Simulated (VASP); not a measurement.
Here is a VASP 6.6.1 calculation.

The input POSCAR:

```
TaN
1.0
    2.9594125613      0.0000000000      0.0000000000
   -1.4797062806      2.5629264584      0.0000000000
    0.0000000000      0.0000000000      2.9093158701
Ta N
1 1
Direct
    0.0000000000      0.0000000000      0.5000000000
    0.6666666667      0.3333333333      0.0000000000
```

File INCAR.step1:

```
SYSTEM = TaN
PREC = Accurate ; ENCUT = 520
ISMEAR = -1 ; SIGMA = 0.05
LREAL = .False. ; LASPH = .True.
NELM = 80 ; NBANDS = 15
GGA = PE ; ALGO = Normal
EDIFF = 1E-4 ; LWAVE = .True.
LCHARG = .False.
```

INCAR.step2

```
SYSTEM = TaN
PREC = Accurate ; ENCUT = 520
EDIFF = 1E-8 ; ISMEAR = -1
SIGMA = 0.05 ; LREAL = .False.
LASPH = .True. ; NELM = 80
ALGO = Normal ; ISIF = 2
LWAVE = .False. ; LCHARG = .False.
METAGGA = R2SCAN ; LMIXTAU = .True.
LEFG = .True. ; NBANDS = 15
ISTART = 1
```

File KPOINTS:

```
Automatic mesh
0
Gamma
  13 13 11
  0 0 0
```

Potentials or basis: VASP PAW PBE potentials, release 64 (Ta_pv, N).

Command:

```console
$ cat potpaw_PBE.64/Ta_pv/POTCAR potpaw_PBE.64/N/POTCAR > POTCAR
$ cp INCAR.step1 INCAR
$ mpirun -np 1 vasp_std > vasp.out
$ cp INCAR.step2 INCAR
$ mpirun -np 1 vasp_std > vasp.out
```

Problem. What does it give for the band gap on the k mesh?

Solution. Zero (band 8 reaches 8.11 eV, above the bottom of band 9 at 7.91 eV).

Problem. Predict the pressure.

Solution. -6.9 GPa.

Electric field gradients, principal values (V/Å²):
| atom | least | middle | greatest (by size) |
| --- | --- | --- | --- |
| 1 Ta | -5.780 | -5.781 | 11.561 |
| 2 N | -0.545 | -0.547 | 1.092 |

Caveat: without QUAD_EFG the Cq values of the log hold for a quadrupole moment of 1 mb, not for the nuclei; the PAW data sets were made with another functional, which shifts forces and pressure a little; spin-orbit coupling is left out, which moves the levels of the heavy elements.
